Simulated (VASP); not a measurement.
# YCdC4N4 (P-43m) in VASP: a series of runs, part 2 of 2

VASP 6.6.1. The steps go on from the part before.

### 5 Relaxation of cell and atoms, PBE

This run uses another cell than the first one, of 23.89 Å³/atom.

Contents of INCAR:

```
SYSTEM = YCdC4N4
PREC = Accurate
ENCUT = 600
EDIFF = 1E-7
ISMEAR = 0
SIGMA = 0.1
LREAL = .False.
LASPH = .True.
NELM = 80
ALGO = Normal
ISIF = 3
LWAVE = .False.
LCHARG = .False.
GGA = PE
IBRION = 2
NSW = 90
EDIFFG = -0.04
```

Contents of KPOINTS:

```
regular mesh
0
Gamma
  4 4 4
  0 0 0
```

Contents of POSCAR:

```
YCdC4N4
1.0
    6.2047833400      0.0000000000      0.0000000000
    0.0000000000      6.2047833400      0.0000000000
    0.0000000000      0.0000000000      6.2047833400
Y Cd C N
1 1 4 4
Direct
    0.0000000000      0.0000000000      0.0000000000
    0.5000000000      0.5000000000      0.5000000000
    0.1959616600      0.1959616600      0.1959616600
    0.1959616600      0.8040383400      0.8040383400
    0.8040383400      0.1959616600      0.8040383400
    0.8040383400      0.8040383400      0.1959616600
    0.3048292500      0.3048292500      0.3048292500
    0.3048292500      0.6951707500      0.6951707500
    0.6951707500      0.3048292500      0.6951707500
    0.6951707500      0.6951707500      0.3048292500
```

Started as:

```console
> cat potpaw_PBE.64/Y_sv/POTCAR potpaw_PBE.64/Cd/POTCAR potpaw_PBE.64/C/POTCAR potpaw_PBE.64/N/POTCAR > POTCAR
> mpirun -np 1 vasp_std > vasp.out
```

It took 43 min on 1 thread of Intel Xeon 8259CL, shared host; peak memory 0.41 GiB.

It converged, with:

```yaml
Free_energy: -74.7734 eV
Relaxed_volume: 29.89 Å³/atom
Relaxed_cell: a = 6.686 Å, b = 6.686 Å, c = 6.686 Å, α = 90.00°, β = 90.00°, γ = 90.00°
Space_group_after_relaxing_to_0.1_Å: P-43m (No. 215)
Energy_gained_by_relaxing: 234.2 meV/atom
Ionic_steps: 16
Pressure_after_relaxing: -0.2 GPa
Largest_force_after_relaxing: 0.040 eV/Å
Band_gap_on_the_k_mesh: zero (an odd number of electrons rules out a gap without spin polarisation)
```

Forces on the atoms (eV/Å):
```
Y    0.000  0.000  0.000
Cd   0.000  0.000  0.000
C   -0.023 -0.023 -0.023
C   -0.023  0.023  0.023
C    0.023 -0.023  0.023
C    0.023  0.023 -0.023
N    0.005  0.005  0.005
N    0.005 -0.005 -0.005
N   -0.005  0.005 -0.005
N   -0.005 -0.005  0.005
```

The path:
```tsv
step	energy change (eV)	largest force (eV/Å)	pressure (GPa)	volume (Å³)
1	0.0000	3.1062	11.02	238.88
2	-0.8613	10.8057	6.91	300.30
3	-1.5508	6.0710	7.46	272.82
4	-2.3042	0.6318	-0.14	296.09
5	-2.3042	0.6459	-0.16	296.17
6	-2.3120	0.4838	-0.22	297.53
7	-2.3202	0.2905	-0.35	300.87
8	-2.3240	0.1895	-0.40	300.77
9	-2.3316	0.3429	-0.55	300.49
10	-2.3310	0.7157	-0.84	299.94
11	-2.3340	0.5188	-0.69	300.23
12	-2.3356	0.4622	-0.64	300.10
13	-2.3393	0.2914	-0.50	299.73
14	-2.3421	0.0543	-0.20	298.98
15	-2.3421	0.0428	-0.21	299.00
16	-2.3422	0.0397	-0.20	298.93
```

Final structure:
```xyz
10
Lattice="6.6863 0.0000 0.0000 0.0000 6.6863 0.0000 0.0000 0.0000 6.6863" Properties=species:S:1:pos:R:3 pbc="T T T"
Y     6.6863    0.0000    0.0000
Cd    3.3432    3.3432    3.3432
C     1.3972    1.3972    1.3972
C     1.3972    5.2892    5.2892
C     5.2892    1.3972    5.2892
C     5.2892    5.2892    1.3972
N     2.0761    2.0761    2.0761
N     2.0761    4.6102    4.6102
N     4.6102    2.0761    4.6102
N     4.6102    4.6102    2.0761
```

Levels at points of the mesh, in eV from the Fermi level:
| k point | band 25 | band 26 | band 27 | band 28 | band 29 | band 30 | band 31 | band 32 | band 33 | band 34 |
| --- | --- | --- | --- | --- | --- | --- | --- | --- | --- | --- |
| (0.00, 0.00, 0.00) | -5.69 | -5.69 | -5.22 | -5.22 | -5.22 | 0.03 | 0.03 | 0.38 | 0.38 | 0.38 |
| (0.50, 0.00, 0.00) | -5.69 | -5.69 | -5.49 | -5.28 | -5.28 | 0.01 | 0.08 | 0.47 | 0.70 | 0.70 |
| (0.50, 0.50, 0.00) | -5.70 | -5.59 | -5.59 | -5.29 | -5.29 | -0.05 | 0.19 | 0.69 | 0.69 | 0.80 |
| (0.50, 0.50, 0.50) | -5.63 | -5.63 | -5.30 | -5.30 | -5.30 | 0.12 | 0.12 | 0.61 | 0.61 | 0.61 |

Caveat: the volume moved by over 15 % at a fixed basis, so the end points are rough; an odd number of electrons without spin polarisation forces a metal; a magnetic or distorted state may lie lower.

### 6 Single point, PBE, collinear spin, ferromagnetic start

This run uses another cell than the first one, of 23.89 Å³/atom.

Contents of INCAR:

```
ALGO = Normal
EDIFF = 1E-6
ENCUT = 520
GGA = PE
ISIF = 2
ISMEAR = 0
ISPIN = 2
LASPH = True
LCHARG = False
LMAXMIX = 4
LORBIT = 11
LREAL = False
LWAVE = False
MAGMOM = 0 0 1 1 1 1 1 1 1 1
NBANDS = 44
NELM = 150
PREC = Accurate
SIGMA = 0.1
```

Contents of KPOINTS:

```
k-points
0
Gamma
  4 4 4
```

POSCAR is that of step 5.

Potentials or basis: VASP PAW PBE potentials, release 64 (Y_sv, Cd, C, N).

Started as:

```console
> cat potpaw_PBE.64/Y_sv/POTCAR potpaw_PBE.64/Cd/POTCAR potpaw_PBE.64/C/POTCAR potpaw_PBE.64/N/POTCAR > POTCAR
> mpirun -np 1 vasp_std > vasp.out
```

Run time: 8.3 min. Hardware: 1 thread of Intel Xeon 8259CL, shared host; peak memory 0.49 GiB.

The run converged. Its results:

| Quantity | Value |
| --- | --- |
| Free energy | -72.4573 eV |
| Pressure | 11.1 GPa |
| Largest force | 3.126 eV/Å |
| Band gap on the k mesh | zero (filled and empty bands overlap) |
| Net moment | 1.00 μB per cell |
| Site moments | Y +0.34; Cd +0.01; C +0.01; N +0.06 μB |
| Valence electrons inside the program's atomic spheres | Y 10.82; Cd 10.39; C 2.65; N 3.89 |

Forces in eV/Å, atoms in the order of the input:
```
Y    0.000  0.000  0.000
Cd   0.000  0.000  0.000
C    1.805  1.805  1.805
C    1.805 -1.805 -1.805
C   -1.805  1.805 -1.805
C   -1.805 -1.805  1.805
N    0.007  0.007  0.007
N    0.007 -0.007 -0.007
N   -0.007  0.007 -0.007
N   -0.007 -0.007  0.007
```

Levels at points of the mesh, in eV from the Fermi level:
Spin up:
| k point | band 27 | band 28 | band 29 | band 30 | band 31 | band 32 | band 33 | band 34 |
| --- | --- | --- | --- | --- | --- | --- | --- | --- |
| (0.00, 0.00, 0.00) | -4.78 | -4.78 | -4.78 | 0.01 | 0.01 | 0.43 | 0.43 | 0.43 |
| (0.50, 0.00, 0.00) | -5.29 | -4.97 | -4.97 | -0.08 | 0.07 | 0.65 | 0.88 | 0.88 |
| (0.50, 0.50, 0.00) | -5.41 | -5.00 | -5.00 | -0.12 | 0.14 | 0.92 | 0.92 | 1.02 |
| (0.50, 0.50, 0.50) | -4.88 | -4.88 | -4.88 | 0.05 | 0.05 | 0.78 | 0.78 | 0.78 |
Spin down:
```csv
k point,band 26,band 27,band 28,band 29,band 30,band 31,band 32,band 33
"(0.00, 0.00, 0.00)",-5.59,-4.68,-4.68,-4.68,0.34,0.34,0.59,0.59
"(0.50, 0.00, 0.00)",-5.50,-5.19,-4.88,-4.88,0.23,0.41,0.82,1.04
"(0.50, 0.50, 0.00)",-5.32,-5.31,-4.91,-4.91,0.19,0.48,1.10,1.10
"(0.50, 0.50, 0.50)",-5.49,-4.79,-4.79,-4.79,0.38,0.38,0.96,0.96
```

Caveat: the cell stands under pressure; forces of over 1 eV/Å act on the atoms, so gaps and moduli don't describe the material at rest.

### 7 The runs side by side

```tsv
task	spin	cell	k mesh	cutoff (eV)	gap on the mesh (eV)	pressure (GPa)	largest force (eV/Å)
single point	off	a = 6.654 Å, 10 atoms, atomic positions A	4 × 4 × 4	520	none	0.5	0.39
single point	off	a = 6.205 Å, 10 atoms, atomic positions B	4 × 4 × 4	520	none	11.1	3.08
single point	off	a = 6.664 Å, 10 atoms, atomic positions C	6 × 6 × 6	520	none	0.4	0.38
relaxation of cell and atoms	off	relaxed from a = 6.205 Å, 10 atoms, atomic positions B	4 × 4 × 4	600	none	-0.2	0.04
single point	collinear, ferromagnetic start	a = 6.205 Å, 10 atoms, atomic positions B	4 × 4 × 4	520	none	11.1	3.13
```

Alike in all rows: level PBE; potentials or basis VASP PAW PBE potentials, release 64 (Y_sv, Cd, C, N); smearing gaussian 0.1 eV.

Caveats: an odd number of electrons without spin polarisation forces a metal (at least some runs); a magnetic or distorted state may lie lower (at least some runs); the cell stands under pressure (at least some runs); the volume moved by over 15 % at a fixed basis, so the end points are rough (at least some runs); forces of over 1 eV/Å act on the atoms, so gaps and moduli don't describe the material at rest (at least some runs).

Absolute energies hang on the potentials; compare differences alone.
